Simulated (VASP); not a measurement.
Runs of VASP 6.6.1 on TiB4. The structure is that of space group Pmmm (No. 47), or close to it. The cells are those of the table. 

| task | cell | k mesh | cutoff (eV) | gap on the mesh (eV) | pressure (GPa) | relaxed volume (Å³/atom) | largest force (eV/Å) |
| --- | --- | --- | --- | --- | --- | --- | --- |
| relaxation of cell and atoms | relaxed from a = 3.016, b = 3.235, c = 5.073 Å, 5 atoms | 6 × 6 × 4 | 600 | none | -0.1 | (b) | 0.02 |
| relaxation of cell and atoms | relaxed from a = 2.715, b = 3.998, c = 4.702 Å, 5 atoms | 6 × 4 × 4 | 600 | none | -0.1 | 9.92 | 0.03 |
| single point | a = 2.715, b = 3.998, c = 4.702 Å, 5 atoms | 6 × 4 × 4 | 520 | none | (a) | - | 0.54 |
| single point | a = 3.009, b = 3.212, c = 5.111 Å, 5 atoms | 6 × 6 × 4 | 520 | none | 0.1 | - | 0.02 |
| single point | a = 3.016, b = 3.235, c = 5.073 Å, 5 atoms | 6 × 4 × 4 | 520 | none | 0.1 | - | 0.01 |

Alike in all rows: level PBE; potentials or basis VASP PAW PBE potentials, release 64 (Ti_sv, B); no spin polarisation; smearing gaussian 0.1 eV.

Q: Fill in the values left out.

A: (a) 19.9; (b) 9.90.

Caveats: some runs use coarse meshes.

A gap of «none» marks levels without a gap at the run's occupations.
